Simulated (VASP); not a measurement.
# HgTe (Coloradoite) (F-43m) in VASP: a series of runs

Runs on HgTe (Coloradoite). Level: r2SCAN+D4. Tasks: single point.

All numbers are computed with VASP 6.6.1; they aren't measurements. Logs are shortened: lines on timing, memory, paths and dates and some standing lists are left out, and cuts for length are marked.

## Step 1: The cell of the first run

The structure is cubic, space group F-43m (No. 216). The conventional cell has a = 6.342 Å, b = 6.342 Å, c = 6.342 Å, α = 90.00°, β = 90.00°, γ = 90.00°. Within 3.6 Å of Hg (site symmetry -43m) lie 4 Te at 2.75 Å. Within 3.6 Å of Te (site symmetry -43m) lie 4 Hg at 2.75 Å.

## Step 2: Single point, r2SCAN+D4

The input, POSCAR:

```
HgTe
1.0
    0.0000000000      3.1710554852      3.1710554852
    3.1710554852      0.0000000000      3.1710554852
    3.1710554852      3.1710554852      0.0000000000
Hg Te
1 1
Direct
    0.0000000000      0.0000000000      0.0000000000
    0.7500000000      0.7500000000      0.7500000000
```

The input, INCAR.step1:

```
SYSTEM = HgTe
PREC = Accurate
ENCUT = 520
ISMEAR = -1
SIGMA = 0.05
LREAL = .False.
LASPH = .True.
NELM = 60
NBANDS = 16
GGA = PE
ALGO = Normal
EDIFF = 1E-4
LWAVE = .True.
LCHARG = .False.
```

The input, INCAR.step2:

```
SYSTEM = HgTe
PREC = Accurate
ENCUT = 520
EDIFF = 1E-6
ISMEAR = -1
SIGMA = 0.05
LREAL = .False.
LASPH = .True.
NELM = 60
ALGO = Normal
ISIF = 2
LWAVE = .False.
LCHARG = .False.
METAGGA = R2SCAN
LMIXTAU = .True.
IVDW = 13
VDW_S6 = 1.0
VDW_S8 = 0.6018749
VDW_A1 = 0.51559235
VDW_A2 = 5.77342911
NBANDS = 16
ISTART = 1
```

The input, KPOINTS:

```
Automatic mesh
0
Gamma
  7 7 7
  0 0 0
```

Potentials or basis: VASP PAW PBE potentials, release 64 (Hg, Te).

On the command line:

```
cat potpaw_PBE.64/Hg/POTCAR potpaw_PBE.64/Te/POTCAR > POTCAR
cp INCAR.step1 INCAR
mpirun -np 1 vasp_std > vasp.out
cp INCAR.step2 INCAR
mpirun -np 1 vasp_std > vasp.out
```

OUTCAR:

```text
SYSTEM = HgTe
   PREC = Accurate
   ENCUT = 520
   EDIFF = 1E-6
   ISMEAR = -1
   LREAL = .False.
   LASPH = .True.
   NELM = 60
   ISIF = 2
   METAGGA = R2SCAN
   IVDW = 13
   ISTART = 1

 ion  position               nearest neighbor table
   1  0.000  0.000  0.000-   2 2.75   2 2.75   2 2.75   2 2.75
   2  0.750  0.750  0.750-   1 2.75   1 2.75   1 2.75   1 2.75

  LATTYP: Found a face centered cubic cell.
 ALAT       =     6.3421109704

  Lattice vectors:

 A1 = (   0.0000000000,   3.1710554852,   3.1710554852)
 A2 = (   3.1710554852,   0.0000000000,   3.1710554852)
 A3 = (   3.1710554852,   3.1710554852,   0.0000000000)

Analysis of symmetry for initial positions (statically):
=====================================================================
 Subroutine PRICEL returns:
 Original cell was already a primitive cell.

 Routine SETGRP: Setting up the symmetry group for a
 face centered cubic supercell.

 Subroutine GETGRP returns: Found 24 space group operations
 (whereof 24 operations were pure point group operations)
 out of a pool of 48 trial point group operations.

The static configuration has the point symmetry T_d .

Analysis of symmetry for dynamics (positions and initial velocities):
=====================================================================
 Subroutine PRICEL returns:
 Original cell was already a primitive cell.

 Routine SETGRP: Setting up the symmetry group for a
 face centered cubic supercell.

 Subroutine GETGRP returns: Found 24 space group operations
 (whereof 24 operations were pure point group operations)
 out of a pool of 48 trial point group operations.

The dynamic configuration has the point symmetry T_d .

 Subroutine INISYM returns: Found 24 space group operations
 (whereof 24 operations are pure point group operations),
 and found     1 'primitive' translations

----------------------------------------------------------------------------------------

                                     Primitive cell

  volume of cell :      63.7737

  direct lattice vectors                    reciprocal lattice vectors
     0.000000000  3.171055485  3.171055485    -0.157676207  0.157676207  0.157676207
     3.171055485  0.000000000  3.171055485     0.157676207 -0.157676207  0.157676207
     3.171055485  3.171055485  0.000000000     0.157676207  0.157676207 -0.157676207

  length of vectors
     4.484549674  4.484549674  4.484549674     0.273103201  0.273103201  0.273103201

  position of ions in fractional coordinates (direct lattice)
     0.000000000  0.000000000  0.000000000
     0.750000000  0.750000000  0.750000000

  ion indices of the primitive-cell ions
   primitive index   ion index
                 1           1
                 2           2

----------------------------------------------------------------------------------------

 KPOINTS: Automatic mesh

Automatic generation of k-mesh.
 Grid dimensions read from file:
 generate k-points for:    7    7    7

 Generating k-lattice:

  Cartesian coordinates                     Fractional coordinates (reciprocal lattice)
    -0.022525172  0.022525172  0.022525172     0.142857143  0.000000000  0.000000000
     0.022525172 -0.022525172  0.022525172     0.000000000  0.142857143  0.000000000
     0.022525172  0.022525172 -0.022525172     0.000000000  0.000000000  0.142857143

  Length of vectors
     0.039014743  0.039014743  0.039014743

  Shift w.r.t. Gamma in fractional coordinates (k-lattice)
     0.000000000  0.000000000  0.000000000

 Subroutine IBZKPT returns following result:
 ===========================================

 Found     20 irreducible k-points:

 Following reciprocal coordinates:
            Coordinates               Weight
  0.000000  0.000000  0.000000      1.000000
  0.142857  0.000000  0.000000      8.000000
  0.285714  0.000000  0.000000      8.000000
  0.428571  0.000000  0.000000      8.000000
  0.142857  0.142857  0.000000      6.000000
  0.285714  0.142857  0.000000     24.000000
[... 12 lines left out ...]
 -0.428571  0.428571  0.142857     24.000000
 -0.285714  0.428571  0.142857     24.000000
   k-points           NKPTS =     20   k-points in BZ     NKDIM =     20   number of bands    NBANDS=     16
   number of dos      NEDOS =    301   number of ions     NIONS =      2
   total plane-waves  NPLWV =  46656
   dimension x,y,z NGX =    36 NGY =   36 NGZ =   36
   dimension x,y,z NGXF=    72 NGYF=   72 NGZF=   72
   ions per type =               1   1
   NGX,Y,Z   is equivalent  to a cutoff of  13.35, 13.35, 13.35 a.u.
   NGXF,Y,Z  is equivalent  to a cutoff of  26.69, 26.69, 26.69 a.u.
 SYSTEM =  HgTe
   PREC   = accura    normal or accurate (medium, high low for compatibility)
   ISTART =      1    job   : 0-new  1-cont  2-samecut
   ICHARG =      0    charge: 1-file 2-atom 10-const
   ISPIN  =      1    spin polarized calculation?
   LNONCOLLINEAR =      F non collinear calculations
   LSORBIT =      F    spin-orbit coupling
   LASPH  =      T    aspherical Exc in radial PAW
   ENCUT  =  520.0 eV  38.22 Ry    6.18 a.u.   8.34  8.34  8.34*2*pi/ulx,y,z
   NELM   =     60;   NELMIN=  2; NELMDL=  0     # of ELM steps
   EDIFF  = 0.1E-05   stopping-criterion for ELM
   LREAL  =      F    real-space projection
   EDIFFG = 0.1E-04   stopping-criterion for IOM
   NSW    =      0    number of steps for IOM
   IBRION =     -1    ionic relax: 0-MD 1-quasi-New 2-CG
   NFREE  =      0    steps in history (QN), initial steepest desc. (CG)
   ISIF   =      2    stress and relaxation
   ISYM   =      2    0-nonsym 1-usesym 2-fastsym
   POTIM  = 0.5000    time-step for ionic-motion
   TEBEG  =    0.0;   TEEND  =   0.0 temperature during run
   PSTRESS=    0.0 pullay stress
   NELECT =      18.0000    total number of electrons
   NUPDOWN=      -1.0000    fix difference up-down
   EMIN   =  10.00;   EMAX   =-10.00  energy-range for DOS
   EFERMI =   0.00;   METHOD = LEGACY
   ISMEAR =    -1;   SIGMA  =   0.05  broadening in eV -4-tet -1-fermi 0-gaus
   EFERMI_NEDOS =   21; number of points for ismear=-14 and -15
   IALGO  =     38    algorithm
   IMIX   =      4    mixing-type and parameters
     AMIX     =   0.40;   BMIX     =  1.00
     AMIX_MAG =   1.60;   BMIX_MAG =  1.00
  volume/ion in A,a.u.               =      31.89       215.18
  Fermi-wavevector in a.u.,A,eV,Ry     =   1.073870  2.029321 15.690203  1.153197
  Thomas-Fermi vector in A             =   2.209682
   LORBIT       =      0    0 simple, 1 ext, 2 COOP (PROOUT), +10 PAW based schemes
   METAGGA = R2SCAN    functional components
   LHFCALC =     F    Hartree Fock is set to
   AEXX    =    0.0000 exact exchange contribution
   IVDW    =    13    specifies the selected vdW correction
   LEPSILON=     F    determine dielectric tensor
   LRPA    =     F    only Hartree local field effects (RPA)
 non-spin polarized calculation
  energy-cutoff  :      520.00
  volume of cell :       63.77
 maximum number of plane-waves:      1759
 NGX is ok and might be reduce to    36
   NGX = 17   NGY = 17   NGZ = 17

 number of electron      17.9999998 magnetization

 Free energy of the ion-electron system (eV)
  ---------------------------------------------------
  ext. energy  EPLUGINS =         0.00000000
  ---------------------------------------------------
  free energy    TOTEN  =       -75.04001823 eV

  energy without entropy =      -75.03937620  energy(sigma->0) =      -75.03969721

 E-fermi :   3.5509     XC(G=0):  -9.5965

 val. band max:        3.5127697018   @ k =   0.0000   0.0000   0.0000
 cond. band min:       4.4962744835   @ k =   0.4286   0.0000   0.0000
 fundamental gap:      0.9835047818
 Fermi energy:         3.5509021268

 k-point     1 :       0.0000    0.0000    0.0000
  band No.  band energies     occupation
      1      -9.3536      2.00000
      2      -4.5011      2.00000
      3      -4.5011      2.00000
      4      -4.5011      2.00000
      5      -3.8499      2.00000
      6      -3.8499      2.00000
[... 8 lines left out ...]
     15      13.6265      0.00000
     16      13.6265      0.00000

 k-point     2 :       0.1429    0.0000    0.0000
  band No.  band energies     occupation
      1      -9.2363      2.00000
      2      -4.4680      2.00000
      3      -4.4680      2.00000
      4      -4.4587      2.00000
      5      -3.8530      2.00000
      6      -3.8530      2.00000
[... 8 lines left out ...]
     15      12.6079      0.00000
     16      12.6079      0.00000

 k-point     3 :       0.2857    0.0000    0.0000
  band No.  band energies     occupation
      1      -8.9557      2.00000
      2      -4.4005      2.00000
      3      -4.4005      2.00000
      4      -4.2474      2.00000
      5      -3.8484      2.00000
      6      -3.8484      2.00000
[... 8 lines left out ...]
     15      12.5873      0.00000
     16      12.5873      0.00000

 k-point     4 :       0.4286    0.0000    0.0000
  band No.  band energies     occupation
      1      -8.7124      2.00000
      2      -4.3566      2.00000
      3      -4.3566      2.00000
      4      -3.8291      2.00000
      5      -3.8291      2.00000
      6      -3.7110      2.00000
[... 8 lines left out ...]
     15      13.7485      0.00000
     16      13.7485      0.00000

 k-point     5 :       0.1429    0.1429    0.0000
  band No.  band energies     occupation
      1      -9.1968      2.00000
      2      -4.4880      2.00000
      3      -4.4356      2.00000
      4      -4.4356      2.00000
      5      -3.8727      2.00000
      6      -3.8358      2.00000
[... 8 lines left out ...]
     15      12.0768      0.00000
     16      13.7252      0.00000

 k-point     6 :       0.2857    0.1429    0.0000
  band No.  band energies     occupation
      1      -8.9685      2.00000
      2      -4.4252      2.00000
      3      -4.3613      2.00000
      4      -4.3149      2.00000
      5      -3.8747      2.00000
      6      -3.8238      2.00000
[... 8 lines left out ...]
     15      13.0755      0.00000
     16      13.4964      0.00000

 k-point     7 :       0.4286    0.1429    0.0000
  band No.  band energies     occupation
      1      -8.7074      2.00000
      2      -4.3552      2.00000
      3      -4.3090      2.00000
      4      -3.9983      2.00000
      5      -3.8156      2.00000
      6      -3.7594      2.00000
[... 8 lines left out ...]
     15      13.3827      0.00000
     16      14.2437      0.00000

 k-point     8 :      -0.4286    0.1429    0.0000
  band No.  band energies     occupation
      1      -8.6232      2.00000
      2      -4.3312      2.00000
      3      -4.3085      2.00000
      4      -3.8643      2.00000
      5      -3.8345      2.00000
      6      -3.4848      2.00000
[... 8 lines left out ...]
     15      13.5411      0.00000
     16      13.6855      0.00000

 k-point     9 :      -0.2857    0.1429    0.0000
  band No.  band energies     occupation
      1      -8.7894      2.00000
      2      -4.3568      2.00000
      3      -4.3458      2.00000
      4      -4.0844      2.00000
      5      -3.8682      2.00000
      6      -3.8004      2.00000
[... 8 lines left out ...]
     15      12.7275      0.00000
     16      14.3639      0.00000
[... 96 lines left out ...]
 k-point    15 :       0.4286    0.4286    0.0000
  band No.  band energies     occupation
      1      -8.4860      2.00000
      2      -4.3120      2.00000
      3      -4.1105      2.00000
      4      -4.1105      2.00000
      5      -3.7782      2.00000
      6      -3.5038      2.00000
[... 8 lines left out ...]
     15      14.2893      0.00000
     16      16.2837      0.00000

 k-point    16 :      -0.4286    0.4286    0.0000
  band No.  band energies     occupation
      1      -8.4385      2.00000
      2      -4.2825      2.00000
      3      -4.1093      2.00000
      4      -4.0643      2.00000
      5      -3.7916      2.00000
      6      -3.2210      2.00000
[... 8 lines left out ...]
     15      14.4003      0.00000
     16      15.8505      0.00000

 k-point    17 :       0.4286    0.2857    0.1429
  band No.  band energies     occupation
      1      -8.7468      2.00000
      2      -4.3495      2.00000
      3      -4.2928      2.00000
      4      -4.1535      2.00000
      5      -3.8429      2.00000
      6      -3.7920      2.00000
[... 8 lines left out ...]
     15      14.4321      0.00000
     16      14.5608      0.00000

 k-point    18 :      -0.4286    0.2857    0.1429
  band No.  band energies     occupation
      1      -8.5601      2.00000
      2      -4.2910      2.00000
      3      -4.2532      2.00000
      4      -3.9457      2.00000
      5      -3.8371      2.00000
      6      -3.5094      2.00000
[... 8 lines left out ...]
     15      14.0312      0.00000
     16      14.6721      0.00000

 k-point    19 :      -0.4286    0.4286    0.1429
  band No.  band energies     occupation
      1      -8.4771      2.00000
      2      -4.2657      2.00000
      3      -4.1690      2.00000
      4      -4.0392      2.00000
      5      -3.8118      2.00000
      6      -3.3738      2.00000
[... 8 lines left out ...]
     15      14.9553      0.00000
     16      15.4180      0.00000

 k-point    20 :      -0.2857    0.4286    0.1429
  band No.  band energies     occupation
      1      -8.4563      2.00000
      2      -4.2522      2.00000
      3      -4.1815      2.00000
      4      -3.9359      2.00000
      5      -3.8696      2.00000
      6      -3.1819      2.00000
[... 8 lines left out ...]
     15      14.2428      0.00000
     16      16.1611      0.00000

------------------------ aborting loop because EDIFF is reached ----------------------------------------

  DFT-D4 for vdW energy calculation

  Edisp (eV):   -0.28506

  FORCE on cell =-STRESS in cart. coord.  units (eV):
  Direction    XX          YY          ZZ          XY          YZ          ZX
  --------------------------------------------------------------------------------------
  -------------------------------------------------------------------------------------
  Total       2.04183     2.04183     2.04183     0.00000     0.00000     0.00000
  in kB      51.29653    51.29653    51.29653     0.00000     0.00000     0.00000
  external pressure =       51.30 kB  Pullay stress =        0.00 kB

 VOLUME and BASIS-vectors are now :
 -----------------------------------------------------------------------------
  energy-cutoff  :      520.00
  volume of cell :       63.77
      direct lattice vectors                 reciprocal lattice vectors
     0.000000000  3.171055485  3.171055485    -0.157676207  0.157676207  0.157676207
     3.171055485  0.000000000  3.171055485     0.157676207 -0.157676207  0.157676207
     3.171055485  3.171055485  0.000000000     0.157676207  0.157676207 -0.157676207

 POSITION                                       TOTAL-FORCE (eV/Angst)
 -----------------------------------------------------------------------------------
      0.00000      0.00000      0.00000        -0.000000     -0.000000     -0.000000
      4.75658      4.75658      4.75658         0.000000      0.000000      0.000000
 -----------------------------------------------------------------------------------
    total drift:                                0.000000      0.000000      0.000000

  FREE ENERGIE OF THE ION-ELECTRON SYSTEM (eV)
  ---------------------------------------------------
  free  energy   TOTEN  =       -75.3250773891 eV

  energy  without entropy=      -75.3244353607  energy(sigma->0) =      -75.32475637
```

Wall time 1.8 min (1 thread of AMD EPYC 7R43 (Zen 3), shared host); peak memory 0.19 GiB.

Results:

* Free energy: -75.3251 eV
* Pressure: 5.1 GPa
* Band gap on the k mesh: zero (filled and empty bands touch)
* Dispersion energy per atom: -0.143 eV

Caveat: the PAW data sets were made with another functional, which shifts forces and pressure a little; spin-orbit coupling is left out, which moves the levels of the heavy elements; pairwise dispersion overbinds metals, which lowers pressure and volume.

(Continued in part 2 of 2.)
